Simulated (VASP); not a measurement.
Write the native input for VASP 6.6.1 that does the following.

* Task: single point
* Functional: r2SCAN
* Potentials or basis: VASP PAW PBE potentials, release 64 (W_sv, C)
* Cutoff: 520 eV
* k mesh: 11 × 11 × 10
* Occupations: fermi-dirac, width 0.15 eV
* Spin: no spin polarisation
* Dipole correction: no
* Further INCAR settings: ALGO = Normal; EDIFF = 1e-06; NBANDS = 16

WC (Qusongite):

```
W C
1.0
     2.93211    0.00000    0.00000
    -1.46605    2.53928    0.00000
     0.00000    0.00000    2.86159
W C
1 1
Direct
  0.00000 0.00000 0.00000
  0.66667 0.33333 0.50000
```

One way to write it, as run:

POSCAR

```
WC
1.0
    2.9321092491      0.0000000000      0.0000000000
   -1.4660546245      2.5392812617      0.0000000000
    0.0000000000      0.0000000000      2.8615933583
W C
1 1
Direct
    0.0000000000      0.0000000000      0.0000000000
    0.6666666667      0.3333333333      0.5000000000
```

INCAR.step1

```
SYSTEM = WC
PREC = Accurate ; ENCUT = 520
ISMEAR = -1 ; SIGMA = 0.15
LREAL = .False. ; LASPH = .True.
NELM = 60 ; NBANDS = 16
GGA = PE ; ALGO = Normal
EDIFF = 1E-4 ; LWAVE = .True.
LCHARG = .False.
```

INCAR.step2

```
SYSTEM = WC
PREC = Accurate ; ENCUT = 520
EDIFF = 1E-6 ; ISMEAR = -1
SIGMA = 0.15 ; LREAL = .False.
LASPH = .True. ; NELM = 60
ALGO = Normal ; ISIF = 2
LWAVE = .False. ; LCHARG = .False.
METAGGA = R2SCAN ; LMIXTAU = .True.
NBANDS = 16 ; ISTART = 1
```

KPOINTS

```
regular mesh
0
Gamma
  11 11 10
  0 0 0
```

Potentials or basis: VASP PAW PBE potentials, release 64 (W_sv, C).

Run with:

```sh
$ cat potpaw_PBE.64/W_sv/POTCAR potpaw_PBE.64/C/POTCAR > POTCAR
$ cp INCAR.step1 INCAR
$ mpirun -np 1 vasp_std > vasp.out
$ cp INCAR.step2 INCAR
$ mpirun -np 1 vasp_std > vasp.out
```

It gave:

```yaml
Pressure: -7.1 GPa
Band_gap_on_the_k_mesh: zero (band 9 reaches 11.25 eV, above the bottom of band 10 at 10.05 eV)
```

Caveat: the PAW data sets were made with another functional, which shifts forces and pressure a little; spin-orbit coupling is left out, which moves the levels of the heavy elements.

Run time: 100 s on 1 thread of Intel(R) Xeon(R) Platinum 8259CL CPU @ 2.50GHz (Skylake/Cascade Lake) (shared host), peak memory 0.17 GiB.
